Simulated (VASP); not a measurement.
CdI2: single point with PBE+D4

Crystal: CdI2.

```xyz
3
Lattice="4.2405 0.0000 0.0000 -2.1203 3.6724 0.0000 0.0000 0.0000 6.8236" Properties=species:S:1:pos:R:3 pbc="T T T"
Cd    0.0000    0.0000    0.0000
I     0.0000    2.4483    1.7296
I     2.1203    1.2241    5.0940
```

```json
{"Program": "VASP 6.6.1", "Task": "single point", "Functional": "PBE", "Dispersion": "D4", "Potentials or basis": "VASP PAW PBE potentials, release 64 (Cd, I)", "Cutoff": "500 eV", "k mesh": "6 × 6 × 4", "Occupations": "fermi-dirac, width 0.02 eV", "Spin": "no spin polarisation"}
```

```yaml
Pressure: 0.1 GPa
Largest_force: 0.020 eV/Å
Band_gap_on_the_k_mesh: 2.34 eV (least direct gap 2.56 eV)
Dispersion_energy_per_atom: -0.358 eV
```

Forces on the atoms (eV/Å):
```
Cd   0.000  0.000  0.000
I    0.000  0.000  0.020
I    0.000  0.000 -0.020
```

Levels at points of the mesh, in eV from the valence-band top:
```
           k point  band 11  band 12  band 13  band 14  band 15  band 16
(0.00, 0.00, 0.00)    -0.17    -0.17    -0.12     2.44     4.48     6.36
(0.50, 0.00, 0.00)    -1.51    -0.76    -0.13     2.66     4.98     5.87
(0.00, 0.00, 0.50)    -0.43     0.00     0.00     3.62     4.52     6.13
(0.50, 0.00, 0.50)    -1.20    -0.52    -0.49     2.34     4.89     5.78
```

Wall time 80 s on 1 thread of AMD EPYC 7571 (shared host), peak memory 0.2 GiB.

Caveat: spin-orbit coupling is left out, which moves the levels of the heavy elements. A k mesh can miss the band edges.
